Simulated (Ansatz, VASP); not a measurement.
**One calculation of AlN, two programs**

```
Al N
1.0
     0.00000    1.97090    2.16799
     1.97090    0.00000    2.16799
     1.97090    1.97090    0.00000
Al N
1 1
Direct
  0.50000 0.50000 0.50000
  0.00000 0.00000 0.00000
```

Alike in both runs: task single point; functional r2SCAN; k mesh 10 × 10 × 10; occupations gaussian, width 0.05 eV; no spin polarisation.

|  | VASP | Ansatz |
| --- | --- | --- |
| version | VASP 6.6.1 | Ansatz 0.2.0 |
| potentials or method | VASP PAW PBE potentials, release 64 (Al, N), cutoff 520 eV | scalar-relativistic, plane waves, PAW |
| valence electrons in the cell | 8 | 8 |

Ansatz gave:

```
gap on the k mesh at the Fermi level (eV)                     : 4.75
least direct gap on the mesh (eV)                             : 5.67
pressure (GPa)                                                : -2.0
traceless stress, the component that is largest in VASP (GPa) : -13.79
```

Q: Estimate VASP's values.

A: gap on the k mesh at the Fermi level (eV): 4.75; least direct gap on the mesh (eV): 5.70; pressure (GPa): -2.7; traceless stress, the component that is largest in VASP (GPa): -13.99.

VASP's potentials were made for PBE, not for r2SCAN. The functional is the same, so the differences come from potentials, cutoffs and numerics.
